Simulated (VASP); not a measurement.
# LiBe4 (P-6m2) in VASP: relaxation of cell and atoms with PBE

Aim: the relaxation of cell and atoms of LiBe4 with PBE.

All numbers are computed with VASP 6.6.1; they aren't measurements. Logs are shortened: lines on timing, memory, paths and dates and some standing lists are left out, and cuts for length are marked.

**1. The cell of the first run**

It takes space group P-6m2 (No. 187, hexagonal). Conventional cell: a = 3.575 Å, b = 3.575 Å, c = 3.524 Å, α = 90.00°, β = 90.00°, γ = 120.00°. Li (site symmetry -6m2) has 6 Be at 2.00 Å within 2.6 Å. Be (site symmetry mm2) has 6 Be at 1.63 to 1.95 Å and 2 Li at 2.00 Å within 2.2 Å. Within 2.4 Å of Be (site symmetry -6m2) lie 6 Be at 1.79 Å.

The cell was generated, and may not be a known phase.

**2. Relaxation of cell and atoms, PBE**

INCAR reads:

```
  PREC = Accurate
  ENCUT = 750
  EDIFF = 1E-7
  ISMEAR = 0
  SIGMA = 0.2
  LREAL = F
  LASPH = T
  NELM = 120
  ALGO = Normal
  ISIF = 3
  LWAVE = F
  LCHARG = F
  GGA = PE
  IBRION = 2
  NSW = 36
  EDIFFG = -0.08
  GGA_COMPAT = F
  NELMIN = 4
```

KPOINTS reads:

```
Automatic mesh
0
Gamma
  5 5 5
```

POSCAR reads:

```
LiBe4
1.0
    3.5753648000      0.0000000000      0.0000000000
   -1.7876824000      3.0963567400      0.0000000000
    0.0000000000      0.0000000000      3.5240004900
Li Be
1 4
Direct
    0.3333333300      0.6666666700      0.0000000000
    0.4852953800      0.5147046200      0.5000000000
    0.4852953800      0.9705907500      0.5000000000
    0.0294092500      0.5147046200      0.5000000000
    0.0000000000      0.0000000000      0.5000000000
```

Potentials or basis: VASP PAW PBE potentials, release 64 (Li_sv, Be).

Run with:

```bash
$ cat potpaw_PBE.64/Li_sv/POTCAR potpaw_PBE.64/Be/POTCAR > POTCAR
$ mpirun -np 1 vasp_std > vasp.out
```

OUTCAR:

```text
PREC = Accurate
   ENCUT = 750
   EDIFF = 1E-7
   ISMEAR = 0
   LREAL = F
   LASPH = T
   NELM = 120
   ISIF = 3
   GGA = PE
   IBRION = 2
   NSW = 36
   EDIFFG = -0.08
   NELMIN = 4

 ion  position               nearest neighbor table
   1  0.333  0.667  0.000-   3 2.00   3 2.00   4 2.00   4 2.00   2 2.00   2 2.00
   2  0.485  0.515  0.500-   3 1.63   4 1.63   5 1.79   5 1.79   3 1.95   4 1.95   1 2.00   1 2.00

   3  0.485  0.971  0.500-   2 1.63   4 1.63   5 1.79   5 1.79   2 1.95   4 1.95   1 2.00   1 2.00

   4  0.029  0.515  0.500-   3 1.63   2 1.63   5 1.79   5 1.79   3 1.95   2 1.95   1 2.00   1 2.00

   5  0.000  0.000  0.500-   4 1.79   3 1.79   2 1.79   2 1.79   4 1.79   3 1.79

  LATTYP: Found a hexagonal cell.
 ALAT       =     3.5753648000
 C/A-ratio  =     0.9856338268

  Lattice vectors:

 A1 = (   3.5753648000,   0.0000000000,   0.0000000000)
 A2 = (  -1.7876824000,   3.0963567400,   0.0000000000)
 A3 = (   0.0000000000,   0.0000000000,   3.5240004900)

Analysis of symmetry for initial positions (statically):
=====================================================================
 Subroutine PRICEL returns:
 Original cell was already a primitive cell.

 Routine SETGRP: Setting up the symmetry group for a
 hexagonal supercell.

 Subroutine GETGRP returns: Found 12 space group operations
 (whereof 12 operations were pure point group operations)
 out of a pool of 24 trial point group operations.

The static configuration has the point symmetry D_3h.

Analysis of symmetry for dynamics (positions and initial velocities):
=====================================================================
 Subroutine PRICEL returns:
 Original cell was already a primitive cell.

 Routine SETGRP: Setting up the symmetry group for a
 hexagonal supercell.

 Subroutine GETGRP returns: Found 12 space group operations
 (whereof 12 operations were pure point group operations)
 out of a pool of 24 trial point group operations.

The dynamic configuration has the point symmetry D_3h.

 Subroutine INISYM returns: Found 12 space group operations
 (whereof 12 operations are pure point group operations),
 and found     1 'primitive' translations

----------------------------------------------------------------------------------------

                                     Primitive cell

  volume of cell :      39.0128

  direct lattice vectors                    reciprocal lattice vectors
     3.575364800  0.000000000  0.000000000     0.279691739  0.161480101  0.000000000
    -1.787682400  3.096356740  0.000000000     0.000000000  0.322960203  0.000000000
     0.000000000  0.000000000  3.524000490     0.000000000  0.000000000  0.283768405

  length of vectors
     3.575364800  3.575364796  3.524000490     0.322960202  0.322960203  0.283768405

  position of ions in fractional coordinates (direct lattice)
     0.333333330  0.666666670  0.000000000
     0.485295380  0.514704620  0.500000000
     0.485295380  0.970590750  0.500000000
     0.029409250  0.514704620  0.500000000
     0.000000000  0.000000000  0.500000000

  ion indices of the primitive-cell ions
   primitive index   ion index
                 1           1
                 2           2
                 3           3
                 4           4
                 5           5

----------------------------------------------------------------------------------------

 KPOINTS: Automatic mesh

Automatic generation of k-mesh.
 Grid dimensions read from file:
 generate k-points for:    5    5    5

 Generating k-lattice:

  Cartesian coordinates                     Fractional coordinates (reciprocal lattice)
     0.055938348  0.032296020  0.000000000     0.200000000 -0.000000000  0.000000000
     0.000000000  0.064592041  0.000000000     0.000000000  0.200000000  0.000000000
     0.000000000  0.000000000  0.056753681     0.000000000  0.000000000  0.200000000

  Length of vectors
     0.064592040  0.064592041  0.056753681

  Shift w.r.t. Gamma in fractional coordinates (k-lattice)
     0.000000000  0.000000000  0.000000000

 Subroutine IBZKPT returns following result:
 ===========================================

 Found     15 irreducible k-points:

 Following reciprocal coordinates:
            Coordinates               Weight
  0.000000  0.000000  0.000000      1.000000
  0.200000 -0.000000  0.000000      6.000000
  0.400000 -0.000000  0.000000      6.000000
  0.200000  0.200000  0.000000      6.000000
  0.400000  0.200000  0.000000      6.000000
  0.000000  0.000000  0.200000      2.000000
  0.200000 -0.000000  0.200000     12.000000
  0.400000 -0.000000  0.200000     12.000000
  0.200000  0.200000  0.200000     12.000000
  0.400000  0.200000  0.200000     12.000000
  0.000000  0.000000  0.400000      2.000000
  0.200000 -0.000000  0.400000     12.000000
  0.400000 -0.000000  0.400000     12.000000
  0.200000  0.200000  0.400000     12.000000
  0.400000  0.200000  0.400000     12.000000
   k-points           NKPTS =     15   k-points in BZ     NKDIM =     15   number of bands    NBANDS=      9
   number of dos      NEDOS =    301   number of ions     NIONS =      5
   total plane-waves  NPLWV =  32768
   dimension x,y,z NGX =    32 NGY =   32 NGZ =   32
   dimension x,y,z NGXF=    64 NGYF=   64 NGZF=   64
   ions per type =               1   4
   NGX,Y,Z   is equivalent  to a cutoff of  14.88, 14.88, 15.10 a.u.
   NGXF,Y,Z  is equivalent  to a cutoff of  29.76, 29.76, 30.19 a.u.
 SYSTEM =  unknown system
   PREC   = accura    normal or accurate (medium, high low for compatibility)
   ISTART =      0    job   : 0-new  1-cont  2-samecut
   ICHARG =      2    charge: 1-file 2-atom 10-const
   ISPIN  =      1    spin polarized calculation?
   LNONCOLLINEAR =      F non collinear calculations
   LSORBIT =      F    spin-orbit coupling
   LASPH  =      T    aspherical Exc in radial PAW
   ENCUT  =  750.0 eV  55.12 Ry    7.42 a.u.   7.98  7.98  7.87*2*pi/ulx,y,z
   NELM   =    120;   NELMIN=  4; NELMDL= -5     # of ELM steps
   EDIFF  = 0.1E-06   stopping-criterion for ELM
   LREAL  =      F    real-space projection
   EDIFFG = -.8E-01   stopping-criterion for IOM
   NSW    =     36    number of steps for IOM
   IBRION =      2    ionic relax: 0-MD 1-quasi-New 2-CG
   NFREE  =      1    steps in history (QN), initial steepest desc. (CG)
   ISIF   =      3    stress and relaxation
   ISYM   =      2    0-nonsym 1-usesym 2-fastsym
   POTIM  = 0.5000    time-step for ionic-motion
   TEBEG  =    0.0;   TEEND  =   0.0 temperature during run
   PSTRESS=    0.0 pullay stress
   NELECT =      11.0000    total number of electrons
   NUPDOWN=      -1.0000    fix difference up-down
   EMIN   =  10.00;   EMAX   =-10.00  energy-range for DOS
   EFERMI =   0.00;   METHOD = LEGACY
   ISMEAR =     0;   SIGMA  =   0.20  broadening in eV -4-tet -1-fermi 0-gaus
   EFERMI_NEDOS =   21; number of points for ismear=-14 and -15
   IALGO  =     38    algorithm
   IMIX   =      4    mixing-type and parameters
     AMIX     =   0.40;   BMIX     =  1.00
     AMIX_MAG =   1.60;   BMIX_MAG =  1.00
  volume/ion in A,a.u.               =       7.80        52.65
  Fermi-wavevector in a.u.,A,eV,Ry     =   1.073503  2.028627 15.679474  1.152409
  Thomas-Fermi vector in A             =   2.209304
   LORBIT       =      0    0 simple, 1 ext, 2 COOP (PROOUT), +10 PAW based schemes
   GGA     = PE    functional components
   LHFCALC =     F    Hartree Fock is set to
   AEXX    =    0.0000 exact exchange contribution
   IVDW    =     0    specifies the selected vdW correction
   LEPSILON=     F    determine dielectric tensor
   LRPA    =     F    only Hartree local field effects (RPA)
 conjugate gradient relaxation of ions
 non-spin polarized calculation
 Gauss-broadening in eV      SIGMA  =   0.20
  energy-cutoff  :      750.00
  volume of cell :       39.01
 maximum number of plane-waves:      1827
 NGX is ok and might be reduce to    32
   NGX = 15   NGY = 15   NGZ = 15

--------------------------------------- Ionic step        1  -------------------------------------------

 number of electron      11.0000000 magnetization

 Free energy of the ion-electron system (eV)
  ---------------------------------------------------
  ext. energy  EPLUGINS =         0.00000000
  ---------------------------------------------------
  free energy    TOTEN  =        -9.72025952 eV

  energy without entropy =       -9.70579088  energy(sigma->0) =       -9.71302520

 E-fermi :   4.7082     XC(G=0): -10.0202

 val. band max:        4.4404757319   @ k =   0.4000  -0.0000   0.0000
 cond. band min:       4.8049054139   @ k =   0.2000   0.2000   0.0000
 fundamental gap:      0.3644296820
 Fermi energy:         4.7081628630

 k-point     1 :       0.0000    0.0000    0.0000
  band No.  band energies     occupation
      1     -40.5394      2.00000
      2      -3.6481      2.00000
      3       2.3597      2.00000
      4       2.9630      2.00000
      5       2.9630      2.00000
      6       2.9762      2.00000
      7      10.7262      0.00000
      8      11.0755      0.00000
      9      11.0755      0.00000
[... 358 lines left out ...]
  energy  without entropy=      -14.8024959280  energy(sigma->0) =      -14.81781798

--------------------------------------- Ionic step        6  -------------------------------------------

 number of electron      11.0000000 magnetization

 E-fermi :   2.1273     XC(G=0):  -8.5039

 val. band max:        2.0952846726   @ k =   0.2000   0.2000   0.2000
 cond. band min:       2.2028346338   @ k =   0.2000   0.2000   0.4000
 fundamental gap:      0.1075499612
 Fermi energy:         2.1273041629

 k-point     1 :       0.0000    0.0000    0.0000
  band No.  band energies     occupation
      1     -43.8580      2.00000
      2      -5.1920      2.00000
      3       0.7284      2.00000
      4       0.7790      2.00000
      5       0.7790      2.00000
      6       1.0434      2.00000
      7       5.5545      0.00000
      8       5.5545      0.00000
      9       6.2814      0.00000
[... 241 lines left out ...]
  energy  without entropy=      -15.1821556605  energy(sigma->0) =      -15.19642204

--------------------------------------- Ionic step        8  -------------------------------------------

 number of electron      10.9999992 magnetization

 Free energy of the ion-electron system (eV)
  ---------------------------------------------------
  ext. energy  EPLUGINS =         0.00000000
  ---------------------------------------------------
  free energy    TOTEN  =       -15.25915556 eV

  energy without entropy =      -15.22766746  energy(sigma->0) =      -15.24341151

 E-fermi :   1.6233     XC(G=0):  -8.0681

 val. band max:        1.4910305292   @ k =   0.4000   0.2000   0.4000
 cond. band min:       1.7007403383   @ k =   0.2000   0.2000   0.0000
 fundamental gap:      0.2097098091
 Fermi energy:         1.6233267425

 k-point     1 :       0.0000    0.0000    0.0000
  band No.  band energies     occupation
      1     -44.7505      2.00000
      2      -5.5739      2.00000
      3      -0.2077      2.00000
      4       0.3492      2.00000
      5       0.4020      2.00000
      6       0.4020      2.00000
      7       4.3900      0.00000
      8       5.8655      0.00000
      9       5.8655      0.00000
[... 198 lines left out ...]
  FREE ENERGIE OF THE ION-ELECTRON SYSTEM (eV)
  ---------------------------------------------------
  free  energy   TOTEN  =       -15.2591555581 eV

  energy  without entropy=      -15.2276674624  energy(sigma->0) =      -15.24341151

 reached required accuracy - stopping structural energy minimisation
```

Run time: 85 s. Hardware: 1 thread of Intel Xeon 8259CL, shared host; peak memory 0.18 GiB.

Results:

```
Free energy                           : -15.2592 eV
Relaxed volume                        : 14.21 Å³/atom
Relaxed cell                          : a = 4.209 Å, b = 4.209 Å, c = 4.630 Å, α = 90.00°, β = 90.00°, γ = 120.00°
Space group after relaxing (to 0.1 Å) : P-6m2 (No. 187)
Energy gained by relaxing             : 1107.8 meV/atom
Ionic steps                           : 8
Pressure after relaxing               : 0.4 GPa
Largest force after relaxing          : 0.075 eV/Å
Band gap on the k mesh                : zero (an odd number of electrons rules out a gap without spin polarisation)
```

Forces on the atoms (eV/Å):
```
Li   0.000  0.000  0.000
Be  -0.065  0.038  0.000
Be   0.000 -0.075  0.000
Be   0.065  0.038  0.000
Be   0.000  0.000  0.000
```

The path:
| step | energy change (eV) | largest force (eV/Å) | pressure (GPa) | volume (Å³) |
| --- | --- | --- | --- | --- |
| 1 | 0.0000 | 6.9764 | 79.75 | 39.01 |
| 2 | -2.6738 | 7.6218 | 10.54 | 65.16 |
| 3 | -3.9744 | 3.8154 | 22.38 | 51.70 |
| 4 | -5.0334 | 0.2284 | -3.03 | 67.42 |
| 5 | -5.1129 | 0.2494 | 0.83 | 63.19 |
| 6 | -5.2702 | 0.1464 | 1.13 | 64.31 |
| 7 | -5.4904 | 0.4115 | 2.79 | 67.26 |
| 8 | -5.5389 | 0.0753 | 0.37 | 71.03 |

Final structure:
```cif
data_structure
_symmetry_space_group_name_H-M 'P 1'
_symmetry_Int_Tables_number 1
_cell_length_a 4.2090
_cell_length_b 4.2090
_cell_length_c 4.6298
_cell_angle_alpha 90.000
_cell_angle_beta 90.000
_cell_angle_gamma 120.000
_cell_volume 71.03
loop_
_atom_site_label
_atom_site_type_symbol
_atom_site_fract_x
_atom_site_fract_y
_atom_site_fract_z
_atom_site_occupancy
Li1 Li 0.33333 0.66667 0.00000 1
Be1 Be 0.50094 0.49906 0.50000 1
Be2 Be 0.50094 0.00188 0.50000 1
Be3 Be 0.99812 0.49906 0.50000 1
Be4 Be 0.00000 0.00000 0.50000 1
```

Caveat: the k points lie up to 0.34 Å⁻¹ apart in the final cell, too coarse for converged energies and pressures of a metal; the volume moved by over 15 % at a fixed basis, so the end points are rough; the relaxation stopped at a loose force limit of 0.08 eV/Å, so its end isn't a converged minimum.

The gap in the log of VASP goes by the Fermi energy; the results here count the filled bands.